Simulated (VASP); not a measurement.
# KBr (I4/mmm) in VASP: notebook, part 2 of 2

VASP 6.6.1. The steps go on from the part before.

## (3) Single point, PBE (strain -0.025 along x and y, +0.025 along z)

The input, INCAR:

```
SYSTEM = KBr
ALGO = Normal ; EDIFF = 1E-6
ENCUT = 520 ; GGA = PE
ISIF = 2 ; ISMEAR = 0
LASPH = .True. ; LCHARG = .True.
LELF = .True. ; LREAL = .False.
LVHAR = .True. ; LWAVE = .False.
NBANDS = 15 ; NELM = 100
PREC = Accurate ; SIGMA = 0.05
```

The input, KPOINTS:

```
k-points
0
Gamma
  6 6 6
  0 0 0
```

The input, POSCAR:

```
KBr
1.0
    0.0000000000      3.2101875000      3.3748125000
    3.2101875000      0.0000000000      3.3748125000
    3.2101875000      3.2101875000      0.0000000000
K Br
1 1
Direct
    0.0000000000      0.0000000000      0.0000000000
    0.5000000000      0.5000000000      0.5000000000
```

Potentials or basis: VASP PAW PBE potentials, release 64 (K_sv, Br).

Launch:

```sh
> cat potpaw_PBE.64/K_sv/POTCAR potpaw_PBE.64/Br/POTCAR > POTCAR
> mpirun -np 1 vasp_std > vasp.out
```

OUTCAR:

```text
SYSTEM = KBr
   EDIFF = 1E-6
   ENCUT = 520
   GGA = PE
   ISIF = 2
   ISMEAR = 0
   LASPH = .True.
   LREAL = .False.
   NELM = 100
   PREC = Accurate

 ion  position               nearest neighbor table
   1  0.000  0.000  0.000-   2 3.21   2 3.21   2 3.21   2 3.21
   2  0.500  0.500  0.500-   1 3.21   1 3.21   1 3.21   1 3.21

  LATTYP: Found a body centered tetragonal cell.
 ALAT       =     4.5398907003
 C/A-ratio  =     1.4867373348

  Lattice vectors:

 A1 = (  -3.2101875000,   0.0000000000,   3.3748125000)
 A2 = (   3.2101875000,   0.0000000000,   3.3748125000)
 A3 = (   0.0000000000,   3.2101875000,  -3.3748125000)

Analysis of symmetry for initial positions (statically):
=====================================================================
 Subroutine PRICEL returns:
 Original cell was already a primitive cell.

 Routine SETGRP: Setting up the symmetry group for a
 body centered tetragonal supercell.

 Subroutine GETGRP returns: Found 16 space group operations
 (whereof 16 operations were pure point group operations)
 out of a pool of 16 trial point group operations.

The static configuration has the point symmetry D_4h.

Analysis of symmetry for dynamics (positions and initial velocities):
=====================================================================
 Subroutine PRICEL returns:
 Original cell was already a primitive cell.

 Routine SETGRP: Setting up the symmetry group for a
 body centered tetragonal supercell.

 Subroutine GETGRP returns: Found 16 space group operations
 (whereof 16 operations were pure point group operations)
 out of a pool of 16 trial point group operations.

The dynamic configuration has the point symmetry D_4h.

 Subroutine INISYM returns: Found 16 space group operations
 (whereof 16 operations are pure point group operations),
 and found     1 'primitive' translations

----------------------------------------------------------------------------------------

                                     Primitive cell

  volume of cell :      69.5569

  direct lattice vectors                    reciprocal lattice vectors
     0.000000000  3.210187500  3.374812500    -0.155754142  0.155754142  0.148156379
     3.210187500  0.000000000  3.374812500     0.155754142 -0.155754142  0.148156379
     3.210187500  3.210187500  0.000000000     0.155754142  0.155754142 -0.148156379

  length of vectors
     4.657753020  4.657753020  4.539890700     0.265460012  0.265460012  0.265460012

  position of ions in fractional coordinates (direct lattice)
     0.000000000  0.000000000  0.000000000
     0.500000000  0.500000000  0.500000000

  ion indices of the primitive-cell ions
   primitive index   ion index
                 1           1
                 2           2

----------------------------------------------------------------------------------------

 KPOINTS: k-points

Automatic generation of k-mesh.
 Grid dimensions read from file:
 generate k-points for:    6    6    6

 Generating k-lattice:

  Cartesian coordinates                     Fractional coordinates (reciprocal lattice)
[... 41 lines left out ...]
 [... further k-points ...]
   k-points           NKPTS =     30   k-points in BZ     NKDIM =     30   number of bands    NBANDS=     15
   number of dos      NEDOS =    301   number of ions     NIONS =      2
   total plane-waves  NPLWV =  46656
   dimension x,y,z NGX =    36 NGY =   36 NGZ =   36
   dimension x,y,z NGXF=    72 NGYF=   72 NGZF=   72
   ions per type =               1   1
   NGX,Y,Z   is equivalent  to a cutoff of  12.85, 12.85, 13.18 a.u.
   NGXF,Y,Z  is equivalent  to a cutoff of  25.70, 25.70, 26.37 a.u.
 SYSTEM =  KBr
   PREC   = accura    normal or accurate (medium, high low for compatibility)
   ISTART =      0    job   : 0-new  1-cont  2-samecut
   ICHARG =      2    charge: 1-file 2-atom 10-const
   ISPIN  =      1    spin polarized calculation?
   LNONCOLLINEAR =      F non collinear calculations
   LSORBIT =      F    spin-orbit coupling
   LASPH  =      T    aspherical Exc in radial PAW
   ENCUT  =  520.0 eV  38.22 Ry    6.18 a.u.   8.66  8.66  8.44*2*pi/ulx,y,z
   NELM   =    100;   NELMIN=  2; NELMDL= -5     # of ELM steps
   EDIFF  = 0.1E-05   stopping-criterion for ELM
   LREAL  =      F    real-space projection
   EDIFFG = 0.1E-04   stopping-criterion for IOM
   NSW    =      0    number of steps for IOM
   IBRION =     -1    ionic relax: 0-MD 1-quasi-New 2-CG
   NFREE  =      0    steps in history (QN), initial steepest desc. (CG)
   ISIF   =      2    stress and relaxation
   ISYM   =      2    0-nonsym 1-usesym 2-fastsym
   POTIM  = 0.5000    time-step for ionic-motion
   TEBEG  =    0.0;   TEEND  =   0.0 temperature during run
   PSTRESS=    0.0 pullay stress
   NELECT =      16.0000    total number of electrons
   NUPDOWN=      -1.0000    fix difference up-down
   EMIN   =  10.00;   EMAX   =-10.00  energy-range for DOS
   EFERMI =   0.00;   METHOD = LEGACY
   ISMEAR =     0;   SIGMA  =   0.05  broadening in eV -4-tet -1-fermi 0-gaus
   EFERMI_NEDOS =   21; number of points for ismear=-14 and -15
   IALGO  =     38    algorithm
   IMIX   =      4    mixing-type and parameters
     AMIX     =   0.40;   BMIX     =  1.00
     AMIX_MAG =   1.60;   BMIX_MAG =  1.00
  volume/ion in A,a.u.               =      34.78       234.70
  Fermi-wavevector in a.u.,A,eV,Ry     =   1.003078  1.895542 13.689711  1.006165
  Thomas-Fermi vector in A             =   2.135606
   LORBIT       =      0    0 simple, 1 ext, 2 COOP (PROOUT), +10 PAW based schemes
   GGA     = PE    functional components
   LHFCALC =     F    Hartree Fock is set to
   AEXX    =    0.0000 exact exchange contribution
   IVDW    =     0    specifies the selected vdW correction
   LEPSILON=     F    determine dielectric tensor
   LRPA    =     F    only Hartree local field effects (RPA)
 non-spin polarized calculation
 Gauss-broadening in eV      SIGMA  =   0.05
  energy-cutoff  :      520.00
  volume of cell :       69.56
 maximum number of plane-waves:      1889
 NGX is ok and might be reduce to    36
   NGX = 17   NGY = 17   NGZ = 17

 number of electron      16.0000001 magnetization

 Free energy of the ion-electron system (eV)
  ---------------------------------------------------
  ext. energy  EPLUGINS =         0.00000000
  ---------------------------------------------------
  free energy    TOTEN  =        -6.18629051 eV

  energy without entropy =       -6.18629051  energy(sigma->0) =       -6.18629051

 E-fermi :  -1.3577     XC(G=0):  -7.4991

 val. band max:       -1.5959775668   @ k =   0.0000   0.0000   0.0000
 cond. band min:       2.9102274946   @ k =   0.0000   0.0000   0.0000
 fundamental gap:      4.5062050614
 Fermi energy:        -1.3576714495

 k-point     1 :       0.0000    0.0000    0.0000
  band No.  band energies     occupation
      1     -29.3141      2.00000
      2     -13.9437      2.00000
      3     -12.7961      2.00000
      4     -12.7958      2.00000
      5     -12.7958      2.00000
      6      -1.6267      2.00000
      7      -1.5960      2.00000
      8      -1.5960      2.00000
      9       2.9102      0.00000
     10       5.7986      0.00000
     11       6.1130      0.00000
     12       6.1130      0.00000
     13       6.7512      0.00000
     14       6.9578      0.00000
[... 401 lines left out ...]
      2     -13.9268      2.00000
      3     -12.8626      2.00000
      4     -12.8299      2.00000
      5     -12.7582      2.00000
      6      -2.4412      2.00000
      7      -2.0648      2.00000
      8      -1.9369      2.00000
      9       4.6434      0.00000
     10       5.9588      0.00000
     11       7.4781      0.00000
     12       8.0544      0.00000
     13       8.3613      0.00000
     14       8.9449      0.00000
     15       9.5751      0.00000

 [... further k-points ...]

------------------------ aborting loop because EDIFF is reached ----------------------------------------

  FORCE on cell =-STRESS in cart. coord.  units (eV):
  Direction    XX          YY          ZZ          XY          YZ          ZX
  --------------------------------------------------------------------------------------
  -------------------------------------------------------------------------------------
  Total        0.9061395      0.9061395      0.1203173      0.0000000      0.0000000      0.0000000
  in kB       20.8720538     20.8720538      2.7713938      0.0000000      0.0000000      0.0000000
  external PRESSURE =      14.8385005 kB  Pullay stress =       0.0000000 kB

 VOLUME and BASIS-vectors are now :
 -----------------------------------------------------------------------------
  energy-cutoff  :      520.00
  volume of cell :       69.56
      direct lattice vectors                 reciprocal lattice vectors
     0.000000000  3.210187500  3.374812500    -0.155754142  0.155754142  0.148156379
     3.210187500  0.000000000  3.374812500     0.155754142 -0.155754142  0.148156379
     3.210187500  3.210187500  0.000000000     0.155754142  0.155754142 -0.148156379

 POSITION                                       TOTAL-FORCE (eV/Angst)
 -----------------------------------------------------------------------------------
      0.00000      0.00000      0.00000        -0.000000     -0.000000     -0.000000
      3.21019      3.21019      3.37481         0.000000      0.000000      0.000000
 -----------------------------------------------------------------------------------
    total drift:                                0.000000      0.000000      0.000000

  FREE ENERGIE OF THE ION-ELECTRON SYSTEM (eV)
  ---------------------------------------------------
  free  energy   TOTEN  =        -6.1862905052 eV

  energy  without entropy=       -6.1862905052  energy(sigma->0) =       -6.18629051
```

Wall time 43 s (1 thread of AMD EPYC 7R43 (Zen 3), shared host); peak memory 0.18 GiB.

Results:

| Item | Value |
| --- | --- |
| Free energy | -6.1863 eV |
| Pressure | 1.5 GPa |
| Band gap on the k mesh | 4.51 eV, direct |

Caveat: the cell differs from its parent crystal (strain -0.025 along x and y, +0.025 along z).
